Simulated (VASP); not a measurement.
Wanted: the native input for a VASP 6.6.1 run.

```yaml
Task: single point
Functional: PBEsol
Potentials_or_basis: VASP PAW PBE potentials, release 64 (Cd)
Cutoff: 520 eV
k_mesh: 14 × 14 × 7
Occupations: fermi-dirac, width 0.05 eV
Spin: no spin polarisation
Dipole_correction: no
Further_INCAR_settings: ALGO = Normal; EDIFF = 1e-07; NBANDS = 19
```

The structure of Cd lies in POSCAR:

```
Cd
1.0
    2.9788725081      0.0148943625      0.0148943625
   -1.4765373577      2.5723320853      0.0054517151
    0.0280882500      0.0280882500      5.6176500000
Cd
2
Direct
    0.3333333333      0.6666666667      0.2500000000
    0.6666666667      0.3333333333      0.7500000000
```

This cell differs from its parent crystal: equal xy, yz and zx shear strains of +1 %.

These files were run (other wordings do the same):

INCAR

```
SYSTEM = Cd
PREC = Accurate
ENCUT = 520
EDIFF = 1E-7
ISMEAR = -1
SIGMA = 0.05
LREAL = .False.
LASPH = .True.
NELM = 100
ALGO = Normal
ISIF = 2
LWAVE = .False.
LCHARG = .True.
GGA = PS
LELF = .True.
LVHAR = .True.
NBANDS = 19
```

KPOINTS

```
Automatic mesh
0
Gamma
  14 14 7
  0 0 0
```

Potentials or basis: VASP PAW PBE potentials, release 64 (Cd).

Run with:

```console
$ cat potpaw_PBE.64/Cd/POTCAR > POTCAR
$ mpirun -np 1 vasp_std > vasp.out
```

Results of the run:

- Pressure: -1.1 GPa
- Largest force: 0.004 eV/Å
- Band gap on the k mesh: zero (bands 12 and 13 overlap by 4.38 eV)

Caveat: the cell differs from its parent crystal (equal xy, yz and zx shear strains of +1 %); the PAW data sets were made with another functional, which shifts forces and pressure a little.

Wall time 2.9 min on 1 thread of Intel(R) Xeon(R) 6975P-C (Granite Rapids), with other jobs on the host, peak memory 0.53 GiB.
